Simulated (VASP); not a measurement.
A run of VASP 6.6.1:

INCAR

```
  PREC = Accurate
  ENCUT = 520
  EDIFF = 1E-7
  ISMEAR = 0
  SIGMA = 0.1
  LREAL = False
  LASPH = True
  NELM = 60
  ALGO = Normal
  ISIF = 2
  LWAVE = False
  LCHARG = True
  GGA = PS
  LELF = True
  LVHAR = True
  NBANDS = 8
```

Contents of KPOINTS:

```
Automatic mesh
0
Gamma
  10 10 10
```

File POSCAR:

```
B
1.0
   -0.9879321521      0.9879321521      1.4970414829
    0.9879321521     -0.9879321521      1.4970414829
    0.9879321521      0.9879321521     -1.4970414829
B
1
Direct
    0.0000000000      0.0000000000      0.0000000000
```

Potentials or basis: VASP PAW PBE potentials, release 64 (B).

The run is started by

```sh
$ cat potpaw_PBE.64/B/POTCAR > POTCAR
$ mpirun -np 1 vasp_std > vasp.out
```

Hardware: 1 thread of Intel Xeon 6975P-C, on a shared host.

**Question.** Estimate the wall time of this run.

**Answer.** It took 2.1 s on 1 thread of Intel Xeon 6975P-C (shared host), peak memory 0.11 GiB. Counts: scf iterations 10, k points 102.
